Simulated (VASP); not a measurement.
# Si (Fm-3m) in VASP: a series of runs

The runs below take Si through single point, with BLYP.

All numbers are computed with VASP 6.6.1; they aren't measurements. Logs are shortened: lines on timing, memory, paths and dates and some standing lists are left out, and cuts for length are marked.

### Step 1. The cell of the first run

Symmetry: Fm-3m, No. 225, cubic system. Conventional cell: a = 3.939 Å, b = 3.939 Å, c = 3.939 Å, α = 90.00°, β = 90.00°, γ = 90.00°. Within 3.7 Å of Si (site symmetry m-3m) lie 12 Si at 2.79 Å.

### Step 2. Single point, BLYP (volume scaled by 0.92)

The input, INCAR:

```
SYSTEM = Si
PREC = Accurate
ENCUT = 520
EDIFF = 1E-6
ISMEAR = -1
SIGMA = 0.1
LREAL = .False.
LASPH = .True.
NELM = 100
ALGO = Normal
ISIF = 2
LWAVE = .False.
LCHARG = .False.
GGA = B5
ALDAX = 1.0
AGGAX = 1.0
AGGAC = 1.0
ALDAC = 0.0
NBANDS = 8
```

The input, KPOINTS:

```
regular mesh
0
Gamma
  15 15 15
  0 0 0
```

The input, POSCAR:

```
Si
1.0
    0.0000000000      1.9693812286      1.9693812286
    1.9693812286      0.0000000000      1.9693812286
    1.9693812286      1.9693812286      0.0000000000
Si
1
Direct
    0.0000000000      0.0000000000      0.0000000000
```

Potentials or basis: VASP PAW PBE potentials, release 64 (Si).

Started as:

```console
$ cat potpaw_PBE.64/Si/POTCAR > POTCAR
$ mpirun -np 1 vasp_std > vasp.out
```

OUTCAR:

```text
SYSTEM = Si
   PREC = Accurate
   ENCUT = 520
   EDIFF = 1E-6
   ISMEAR = -1
   LREAL = .False.
   LASPH = .True.
   NELM = 100
   ISIF = 2
   GGA = B5

 ion  position               nearest neighbor table
   1  0.000  0.000  0.000-

  LATTYP: Found a face centered cubic cell.
 ALAT       =     3.9387624572

  Lattice vectors:

 A1 = (   0.0000000000,   1.9693812286,   1.9693812286)
 A2 = (   1.9693812286,   0.0000000000,   1.9693812286)
 A3 = (   1.9693812286,   1.9693812286,   0.0000000000)

Analysis of symmetry for initial positions (statically):
=====================================================================
 Subroutine PRICEL returns:
 Original cell was already a primitive cell.

 Routine SETGRP: Setting up the symmetry group for a
 face centered cubic supercell.

 Subroutine GETGRP returns: Found 48 space group operations
 (whereof 48 operations were pure point group operations)
 out of a pool of 48 trial point group operations.

The static configuration has the point symmetry O_h .

Analysis of symmetry for dynamics (positions and initial velocities):
=====================================================================
 Subroutine PRICEL returns:
 Original cell was already a primitive cell.

 Routine SETGRP: Setting up the symmetry group for a
 face centered cubic supercell.

 Subroutine GETGRP returns: Found 48 space group operations
 (whereof 48 operations were pure point group operations)
 out of a pool of 48 trial point group operations.

The dynamic configuration has the point symmetry O_h .

 Subroutine INISYM returns: Found 48 space group operations
 (whereof 48 operations are pure point group operations),
 and found     1 'primitive' translations

----------------------------------------------------------------------------------------

                                     Primitive cell

  volume of cell :      15.2763

  direct lattice vectors                    reciprocal lattice vectors
     0.000000000  1.969381229  1.969381229    -0.253886852  0.253886852  0.253886852
     1.969381229  0.000000000  1.969381229     0.253886852 -0.253886852  0.253886852
     1.969381229  1.969381229  0.000000000     0.253886852  0.253886852 -0.253886852

  length of vectors
     2.785125643  2.785125643  2.785125643     0.439744927  0.439744927  0.439744927

  position of ions in fractional coordinates (direct lattice)
     0.000000000  0.000000000  0.000000000

[... 75 lines left out ...]
   EDIFF  = 0.1E-05   stopping-criterion for ELM
   LREAL  =      F    real-space projection
   EDIFFG = 0.1E-04   stopping-criterion for IOM
   NSW    =      0    number of steps for IOM
   IBRION =     -1    ionic relax: 0-MD 1-quasi-New 2-CG
   NFREE  =      0    steps in history (QN), initial steepest desc. (CG)
   ISIF   =      2    stress and relaxation
   ISYM   =      2    0-nonsym 1-usesym 2-fastsym
   POTIM  = 0.5000    time-step for ionic-motion
   TEBEG  =    0.0;   TEEND  =   0.0 temperature during run
   PSTRESS=    0.0 pullay stress
   NELECT =       4.0000    total number of electrons
   NUPDOWN=      -1.0000    fix difference up-down
   EMIN   =  10.00;   EMAX   =-10.00  energy-range for DOS
   EFERMI =   0.00;   METHOD = LEGACY
   ISMEAR =    -1;   SIGMA  =   0.10  broadening in eV -4-tet -1-fermi 0-gaus
   EFERMI_NEDOS =   21; number of points for ismear=-14 and -15
   IALGO  =     38    algorithm
   IMIX   =      4    mixing-type and parameters
     AMIX     =   0.40;   BMIX     =  1.00
     AMIX_MAG =   1.60;   BMIX_MAG =  1.00
  volume/ion in A,a.u.               =      15.28       103.09
  Fermi-wavevector in a.u.,A,eV,Ry     =   1.047342  1.979189 14.924564  1.096925
  Thomas-Fermi vector in A             =   2.182218
   LORBIT       =      0    0 simple, 1 ext, 2 COOP (PROOUT), +10 PAW based schemes
   GGA     = B5    functional components
   LHFCALC =     F    Hartree Fock is set to
   AEXX    =    0.0000 exact exchange contribution
   IVDW    =     0    specifies the selected vdW correction
   LEPSILON=     F    determine dielectric tensor
   LRPA    =     F    only Hartree local field effects (RPA)
 non-spin polarized calculation
  energy-cutoff  :      520.00
  volume of cell :       15.28
 maximum number of plane-waves:       424
 NGX is ok and might be reduce to    24
   NGX = 11   NGY = 11   NGZ = 11

 number of electron       4.0000000 magnetization

 Free energy of the ion-electron system (eV)
  ---------------------------------------------------
  ext. energy  EPLUGINS =         0.00000000
  ---------------------------------------------------
  free energy    TOTEN  =        -3.75995110 eV

  energy without entropy =       -3.74402335  energy(sigma->0) =       -3.75198722

 E-fermi :   9.9667     XC(G=0): -10.3224

 val. band max:        9.9649971446   @ k =  -0.2000   0.2667   0.0667
 cond. band min:      10.0396902502   @ k =   0.4667   0.3333   0.0667
 fundamental gap:      0.0746931056
 Fermi energy:         9.9666523288

 k-point     1 :       0.0000    0.0000    0.0000
  band No.  band energies     occupation
      1      -3.9647      2.00000
      2      20.1798      0.00000
      3      20.1798      0.00000
      4      20.1798      0.00000
      5      21.7121      0.00000
      6      21.7121      0.00000
      7      21.7121      0.00000
      8      27.2280      0.00000
[... 243 lines left out ...]
 k-point    24 :       0.2000    0.1333    0.0000
  band No.  band energies     occupation
      1      -2.8493      2.00000
      2      15.2155      0.00000
      3      16.5626      0.00000
      4      18.1460      0.00000
      5      19.5757      0.00000
      6      22.3508      0.00000
      7      26.1476      0.00000
      8      26.3470      0.00000

 [... further k-points ...]

------------------------ aborting loop because EDIFF is reached ----------------------------------------

  FORCE on cell =-STRESS in cart. coord.  units (eV):
  Direction    XX          YY          ZZ          XY          YZ          ZX
  --------------------------------------------------------------------------------------
  -------------------------------------------------------------------------------------
  Total        0.5236689      0.5236689      0.5236689     -0.0000000      0.0000000      0.0000000
  in kB       54.9222088     54.9222088     54.9222088     -0.0000000      0.0000000      0.0000000
  external PRESSURE =      54.9222088 kB  Pullay stress =       0.0000000 kB

 VOLUME and BASIS-vectors are now :
 -----------------------------------------------------------------------------
  energy-cutoff  :      520.00
  volume of cell :       15.28
      direct lattice vectors                 reciprocal lattice vectors
     0.000000000  1.969381229  1.969381229    -0.253886852  0.253886852  0.253886852
     1.969381229  0.000000000  1.969381229     0.253886852 -0.253886852  0.253886852
     1.969381229  1.969381229  0.000000000     0.253886852  0.253886852 -0.253886852

 POSITION                                       TOTAL-FORCE (eV/Angst)
 -----------------------------------------------------------------------------------
      0.00000      0.00000      0.00000        -0.000000     -0.000000      0.000000
 -----------------------------------------------------------------------------------
    total drift:                                0.000000     -0.000000      0.000000

  FREE ENERGIE OF THE ION-ELECTRON SYSTEM (eV)
  ---------------------------------------------------
  free  energy   TOTEN  =        -3.7599510993 eV

  energy  without entropy=       -3.7440233462  energy(sigma->0) =       -3.75198722
```

stdout:

```text
POSCAR found type information on POSCAR Si
 POSCAR found :  1 types and       1 ions
 scaLAPACK will be used
 -----------------------------------------------------------------------------
|                                                                             |
|                                                                             |
|     You enforced a specific xc type in the INCAR file but a different       |
|     I HOPE YOU KNOW WHAT YOU ARE DOING!                                     |
|                                                                             |
 -----------------------------------------------------------------------------

 LDA part: xc-table for (Slater(with rela. corr.)+VWN5), standard interpolation
 POSCAR, INCAR and KPOINTS ok, starting setup
 FFT: planning ... GRIDC
 FFT: planning ... GRID_SOFT
 FFT: planning ... GRID
 WAVECAR not read
 entering main loop
```

Run time: 9.7 s. Hardware: 1 thread of Intel Xeon 6975P-C, shared host; peak memory 0.14 GiB.

What came out:

```yaml
Free_energy: -3.7600 eV
Pressure: 5.5 GPa
Band_gap_on_the_k_mesh: zero (band 2 reaches 20.18 eV, above the bottom of band 3 at 7.17 eV)
```

Caveat: the PAW data sets were made with another functional, which shifts forces and pressure a little.

### Step 3. Single point, BLYP (volume scaled by 0.96)

The input, INCAR:

```
SYSTEM = Si
AGGAC = 1.0 ; AGGAX = 1.0
ALDAC = 0.0 ; ALDAX = 1.0
ALGO = Normal ; EDIFF = 1E-6
ENCUT = 520 ; GGA = B5
ISIF = 2 ; ISMEAR = -1
LASPH = .True. ; LCHARG = .False.
LREAL = .False. ; LWAVE = .False.
NBANDS = 8 ; NELM = 100
PREC = Accurate ; SIGMA = 0.1
```

The input, KPOINTS:

```
k-points
0
Gamma
  15 15 15
  0 0 0
```

The input, POSCAR:

```
Si
1.0
    0.0000000000      1.9975190478      1.9975190478
    1.9975190478      0.0000000000      1.9975190478
    1.9975190478      1.9975190478      0.0000000000
Si
1
Direct
    0.0000000000      0.0000000000      0.0000000000
```

Potentials or basis: VASP PAW PBE potentials, release 64 (Si).

Started as:

```console
$ cat potpaw_PBE.64/Si/POTCAR > POTCAR
$ mpirun -np 1 vasp_std > vasp.out
```

Wall time 9.6 s (1 thread of Intel Xeon 6975P-C, shared host); peak memory 0.14 GiB.

The run converged. Its results:

* Free energy: -3.7766 eV
* Pressure: 2.7 GPa
* Band gap on the k mesh: zero (band 2 reaches 19.16 eV, above the bottom of band 3 at 6.75 eV)

Levels at points of the mesh, in eV from the Fermi level:
```
           k point  band 1  band 2  band 3  band 4  band 5  band 6
(0.00, 0.00, 0.00)  -13.56    9.73    9.73    9.73   11.59   11.59
```

Caveat: the PAW data sets were made with another functional, which shifts forces and pressure a little.
